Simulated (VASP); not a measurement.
# Os (P6/mmm) in VASP: relaxation of cell and atoms with PBE

Aim: the relaxation of cell and atoms of Os with PBE.

All numbers are computed with VASP 6.6.1; they aren't measurements. Logs are shortened: lines on timing, memory, paths and dates and some standing lists are left out, and cuts for length are marked.

### 1 The cell of the first run

It takes space group P6/mmm (No. 191, hexagonal). The conventional cell has a = 2.940 Å, b = 2.940 Å, c = 7.154 Å, α = 90.00°, β = 90.00°, γ = 120.00°. Within 2.4 Å of Os (site symmetry 6mm) lie 1 Os at 1.80 Å.

The cell was generated, and may not be a known phase.

### 2 Relaxation of cell and atoms, PBE

Input file INCAR:

```
PREC = Accurate ; ENCUT = 560
EDIFF = 1E-7 ; ISMEAR = 0
SIGMA = 0.1 ; LREAL = F
LASPH = T ; NELM = 120
ALGO = Normal ; ISIF = 3
LWAVE = F ; LCHARG = F
GGA = PE ; IBRION = 2
NSW = 90 ; EDIFFG = -0.04
GGA_COMPAT = F ; NELMIN = 4
```

Input file KPOINTS:

```
regular mesh
0
Gamma
  6 6 4
```

Input file POSCAR:

```
Os
1.0
    2.9400607200      0.0000000000      0.0000000000
   -1.4700303600      2.5461672700      0.0000000000
    0.0000000000      0.0000000000      7.1538171200
Os
2
Direct
    0.0000000000      0.0000000000      0.3745145100
    0.0000000000      0.0000000000      0.6254854900
```

Potentials or basis: VASP PAW PBE potentials, release 64 (Os_sv_GW).

Launch:

```console
$ cat potpaw_PBE.64/Os_sv_GW/POTCAR > POTCAR
$ mpirun -np 1 vasp_std > vasp.out
```

OUTCAR:

```text
PREC = Accurate
   ENCUT = 560
   EDIFF = 1E-7
   ISMEAR = 0
   LREAL = F
   LASPH = T
   NELM = 120
   ISIF = 3
   GGA = PE
   IBRION = 2
   NSW = 90
   EDIFFG = -0.04
   NELMIN = 4

 ion  position               nearest neighbor table
   1  0.000  0.000  0.375-   2 1.80
   2  0.000  0.000  0.625-   1 1.80

  LATTYP: Found a hexagonal cell.
 ALAT       =     2.9400607200
 C/A-ratio  =     2.4332208758

  Lattice vectors:

 A1 = (   2.9400607200,   0.0000000000,   0.0000000000)
 A2 = (  -1.4700303600,   2.5461672700,   0.0000000000)
 A3 = (   0.0000000000,   0.0000000000,   7.1538171200)

Analysis of symmetry for initial positions (statically):
=====================================================================
 Subroutine PRICEL returns:
 Original cell was already a primitive cell.

 Routine SETGRP: Setting up the symmetry group for a
 hexagonal supercell.

 Subroutine GETGRP returns: Found 24 space group operations
 (whereof 24 operations were pure point group operations)
 out of a pool of 24 trial point group operations.

The static configuration has the point symmetry D_6h.

Analysis of symmetry for dynamics (positions and initial velocities):
=====================================================================
 Subroutine PRICEL returns:
 Original cell was already a primitive cell.

 Routine SETGRP: Setting up the symmetry group for a
 hexagonal supercell.

 Subroutine GETGRP returns: Found 24 space group operations
 (whereof 24 operations were pure point group operations)
 out of a pool of 24 trial point group operations.

The dynamic configuration has the point symmetry D_6h.

 Subroutine INISYM returns: Found 24 space group operations
 (whereof 24 operations are pure point group operations),
 and found     1 'primitive' translations

----------------------------------------------------------------------------------------

                                     Primitive cell

  volume of cell :      53.5527

  direct lattice vectors                    reciprocal lattice vectors
     2.940060720  0.000000000  0.000000000     0.340129030  0.196373587  0.000000000
    -1.470030360  2.546167270  0.000000000     0.000000000  0.392747174  0.000000000
     0.000000000  0.000000000  7.153817120     0.000000000  0.000000000  0.139785514

  length of vectors
     2.940060720  2.940060718  7.153817120     0.392747174  0.392747174  0.139785514

  position of ions in fractional coordinates (direct lattice)
     0.000000000  0.000000000  0.374514510
     0.000000000  0.000000000  0.625485490

  ion indices of the primitive-cell ions
   primitive index   ion index
                 1           1
                 2           2

----------------------------------------------------------------------------------------

 KPOINTS: regular mesh

Automatic generation of k-mesh.
 Grid dimensions read from file:
 generate k-points for:    6    6    4

 Generating k-lattice:

  Cartesian coordinates                     Fractional coordinates (reciprocal lattice)
     0.056688172  0.032728931  0.000000000     0.166666667  0.000000000  0.000000000
     0.000000000  0.065457862  0.000000000     0.000000000  0.166666667  0.000000000
     0.000000000  0.000000000  0.034946378     0.000000000  0.000000000  0.250000000

  Length of vectors
     0.065457862  0.065457862  0.034946378

  Shift w.r.t. Gamma in fractional coordinates (k-lattice)
     0.000000000  0.000000000  0.000000000

 Subroutine IBZKPT returns following result:
 ===========================================

 Found     21 irreducible k-points:

 Following reciprocal coordinates:
            Coordinates               Weight
  0.000000  0.000000  0.000000      1.000000
  0.166667  0.000000  0.000000      6.000000
  0.333333 -0.000000  0.000000      6.000000
  0.500000 -0.000000  0.000000      3.000000
  0.166667  0.166667  0.000000      6.000000
  0.333333  0.166667  0.000000     12.000000
[... 13 lines left out ...]
  0.333333  0.166667  0.500000     12.000000
  0.333333  0.333333  0.500000      2.000000
   k-points           NKPTS =     21   k-points in BZ     NKDIM =     21   number of bands    NBANDS=     20
   number of dos      NEDOS =    301   number of ions     NIONS =      2
   total plane-waves  NPLWV =  32256
   dimension x,y,z NGX =    24 NGY =   24 NGZ =   56
   dimension x,y,z NGXF=    48 NGYF=   48 NGZF=  112
   ions per type =               2
   NGX,Y,Z   is equivalent  to a cutoff of  13.57, 13.57, 13.01 a.u.
   NGXF,Y,Z  is equivalent  to a cutoff of  27.14, 27.14, 26.03 a.u.
 SYSTEM =  unknown system
   PREC   = accura    normal or accurate (medium, high low for compatibility)
   ISTART =      0    job   : 0-new  1-cont  2-samecut
   ICHARG =      2    charge: 1-file 2-atom 10-const
   ISPIN  =      1    spin polarized calculation?
   LNONCOLLINEAR =      F non collinear calculations
   LSORBIT =      F    spin-orbit coupling
   LASPH  =      T    aspherical Exc in radial PAW
   ENCUT  =  560.0 eV  41.16 Ry    6.42 a.u.   5.67  5.67 13.80*2*pi/ulx,y,z
   NELM   =    120;   NELMIN=  4; NELMDL= -5     # of ELM steps
   EDIFF  = 0.1E-06   stopping-criterion for ELM
   LREAL  =      F    real-space projection
   EDIFFG = -.4E-01   stopping-criterion for IOM
   NSW    =     90    number of steps for IOM
   IBRION =      2    ionic relax: 0-MD 1-quasi-New 2-CG
   NFREE  =      1    steps in history (QN), initial steepest desc. (CG)
   ISIF   =      3    stress and relaxation
   ISYM   =      2    0-nonsym 1-usesym 2-fastsym
   POTIM  = 0.5000    time-step for ionic-motion
   TEBEG  =    0.0;   TEEND  =   0.0 temperature during run
   PSTRESS=    0.0 pullay stress
   NELECT =      32.0000    total number of electrons
   NUPDOWN=      -1.0000    fix difference up-down
   EMIN   =  10.00;   EMAX   =-10.00  energy-range for DOS
   EFERMI =   0.00;   METHOD = LEGACY
   ISMEAR =     0;   SIGMA  =   0.10  broadening in eV -4-tet -1-fermi 0-gaus
   EFERMI_NEDOS =   21; number of points for ismear=-14 and -15
   IALGO  =     38    algorithm
   IMIX   =      4    mixing-type and parameters
     AMIX     =   0.40;   BMIX     =  1.00
     AMIX_MAG =   1.60;   BMIX_MAG =  1.00
  volume/ion in A,a.u.               =      26.78       180.70
  Fermi-wavevector in a.u.,A,eV,Ry     =   1.378895  2.605733 25.869449  1.901351
  Thomas-Fermi vector in A             =   2.503914
   LORBIT       =      0    0 simple, 1 ext, 2 COOP (PROOUT), +10 PAW based schemes
   GGA     = PE    functional components
   LHFCALC =     F    Hartree Fock is set to
   AEXX    =    0.0000 exact exchange contribution
   IVDW    =     0    specifies the selected vdW correction
   LEPSILON=     F    determine dielectric tensor
   LRPA    =     F    only Hartree local field effects (RPA)
 conjugate gradient relaxation of ions
 non-spin polarized calculation
 Gauss-broadening in eV      SIGMA  =   0.10
  energy-cutoff  :      560.00
  volume of cell :       53.55
 maximum number of plane-waves:      1624
 NGX is ok and might be reduce to    24
   NGX = 11   NGY = 11   NGZ = 27

--------------------------------------- Ionic step        1  -------------------------------------------

 number of electron      31.9999999 magnetization

 Free energy of the ion-electron system (eV)
  ---------------------------------------------------
  ext. energy  EPLUGINS =         0.00000000
  ---------------------------------------------------
  free energy    TOTEN  =       -16.18536066 eV

  energy without entropy =      -16.17690320  energy(sigma->0) =      -16.18113193

------------------------ aborting loop because EDIFF is reached ----------------------------------------

  FORCE on cell =-STRESS in cart. coord.  units (eV):
  Direction    XX          YY          ZZ          XY          YZ          ZX
  --------------------------------------------------------------------------------------
  -------------------------------------------------------------------------------------
  Total       -6.1501291     -6.1501291     60.3100297     -0.0000000     -0.0000000      0.0000000
  in kB     -183.9982739   -183.9982735   1804.3428376     -0.0000000     -0.0000000      0.0000000
  external PRESSURE =     478.7820968 kB  Pullay stress =       0.0000000 kB
[... 89 lines left out ...]
  FREE ENERGIE OF THE ION-ELECTRON SYSTEM (eV)
  ---------------------------------------------------
  free  energy   TOTEN  =       -17.9386030090 eV

  energy  without entropy=      -17.8900896487  energy(sigma->0) =      -17.91434633

 E-fermi :   3.8134     XC(G=0):  -9.8285

 val. band max:        3.7939474662   @ k =   0.3333   0.1667   0.5000
 cond. band min:       3.8141629663   @ k =   0.3333  -0.0000   0.2500
 fundamental gap:      0.0202155001
 Fermi energy:         3.8134280317

 k-point     1 :       0.0000    0.0000    0.0000
  band No.  band energies     occupation
      1     -81.9083      2.00000
      2     -81.9062      2.00000
      3     -41.3833      2.00000
      4     -41.3761      2.00000
      5     -40.5538      2.00000
      6     -40.5538      2.00000
[... 472 lines left out ...]
     19      12.3863      0.00000
     20      12.8285      0.00000

 E-fermi :   4.2493     XC(G=0): -10.1380

 val. band max:        4.2470284566   @ k =   0.3333  -0.0000   0.5000
 cond. band min:       4.2716247411   @ k =   0.3333   0.1667   0.5000
 fundamental gap:      0.0245962845
 Fermi energy:         4.2493327069

 k-point     1 :       0.0000    0.0000    0.0000
  band No.  band energies     occupation
      1     -81.4705      2.00000
      2     -81.4699      2.00000
      3     -40.9372      2.00000
      4     -40.9322      2.00000
      5     -40.1282      2.00000
      6     -40.1282      2.00000
[... 472 lines left out ...]
     19      12.6854      0.00000
     20      13.1825      0.00000

 E-fermi :   9.8789     XC(G=0): -12.8971

 val. band max:        9.8457979165   @ k =   0.3333   0.1667   0.2500
 cond. band min:       9.9182132695   @ k =   0.3333   0.1667   0.0000
 fundamental gap:      0.0724153530
 Fermi energy:         9.8788753927

 k-point     1 :       0.0000    0.0000    0.0000
  band No.  band energies     occupation
      1     -76.5362      2.00000
      2     -76.4310      2.00000
      3     -36.5208      2.00000
      4     -35.4213      2.00000
      5     -35.4213      2.00000
      6     -35.3870      2.00000
[... 472 lines left out ...]
     19      16.0949      0.00000
     20      16.3496      0.00000

[... ionic steps 4 to 17 ...]

--------------------------------------- Ionic step       18  -------------------------------------------

 number of electron      32.0000000 magnetization

------------------------ aborting loop because EDIFF is reached ----------------------------------------
[... 67 lines left out ...]
--------------------------------------- Ionic step       20  -------------------------------------------

 number of electron      32.0000000 magnetization

 Free energy of the ion-electron system (eV)
  ---------------------------------------------------
  ext. energy  EPLUGINS =         0.00000000
  ---------------------------------------------------
  free energy    TOTEN  =       -22.64461723 eV

  energy without entropy =      -22.63164100  energy(sigma->0) =      -22.63812911

 E-fermi :  10.2097     XC(G=0): -13.0017

 val. band max:       10.1740633715   @ k =   0.3333   0.1667   0.2500
 cond. band min:      10.2521791466   @ k =   0.3333   0.1667   0.0000
 fundamental gap:      0.0781157751
 Fermi energy:        10.2096503016

 k-point     1 :       0.0000    0.0000    0.0000
  band No.  band energies     occupation
      1     -76.2742      2.00000
      2     -76.1514      2.00000
      3     -36.3402      2.00000
      4     -35.1387      2.00000
      5     -35.1387      2.00000
      6     -35.0714      2.00000
[... 501 lines left out ...]
  FREE ENERGIE OF THE ION-ELECTRON SYSTEM (eV)
  ---------------------------------------------------
  free  energy   TOTEN  =       -22.6446172254 eV

  energy  without entropy=      -22.6316410044  energy(sigma->0) =      -22.63812911

 reached required accuracy - stopping structural energy minimisation
```

It took 7.2 min on 1 thread of Intel Xeon Platinum 8375C at 2.90GHz (Ice Lake), shared host; peak memory 0.2 GiB.

Results:

* Free energy: -22.6446 eV
* Relaxed volume: 17.39 Å³/atom
* Relaxed cell: a = 2.674 Å, b = 2.674 Å, c = 5.615 Å, α = 90.00°, β = 90.00°, γ = 120.00°
* Space group after relaxing (to 0.1 Å): P6/mmm (No. 191)
* Pressure after relaxing: 0.1 GPa
* Largest force after relaxing: 0.017 eV/Å
* Band gap on the k mesh: zero (bands 16 and 17 overlap by 2.46 eV)

Forces in eV/Å, atoms in the order of the input:
```
Os   0.000  0.000 -0.017
Os   0.000  0.000  0.017
```

Final structure:
```
Os
1.0
     2.67421    0.00000    0.00000
    -1.33711    2.31594    0.00000
     0.00000    0.00000    5.61471
Os
2
Cartesian
  0.0000 0.0000 1.1501
  0.0000 0.0000 4.4646
```

Levels at points of the mesh, in eV from the Fermi level:
| k point | band 14 | band 15 | band 16 | band 17 | band 18 | band 19 |
| --- | --- | --- | --- | --- | --- | --- |
| (0.00, 0.00, 0.00) | -1.86 | -1.86 | -1.37 | -0.66 | -0.66 | 2.35 |
| (0.50, 0.00, 0.00) | -1.59 | 0.26 | 1.54 | 2.95 | 3.32 | 3.60 |
| (0.00, 0.00, 0.50) | -2.54 | -1.90 | -1.90 | -0.49 | -0.49 | 2.07 |
| (0.50, 0.00, 0.50) | -1.63 | 0.29 | 1.11 | 2.06 | 2.96 | 3.30 |

Caveat: the k points lie up to 0.45 Å⁻¹ apart in the final cell, too coarse for converged energies and pressures of a metal; the volume moved by over 15 % at a fixed basis, so the end points are rough; spin-orbit coupling is left out, which moves the levels of the heavy elements.

The gap in the log of VASP goes by the Fermi energy; the results here count the filled bands.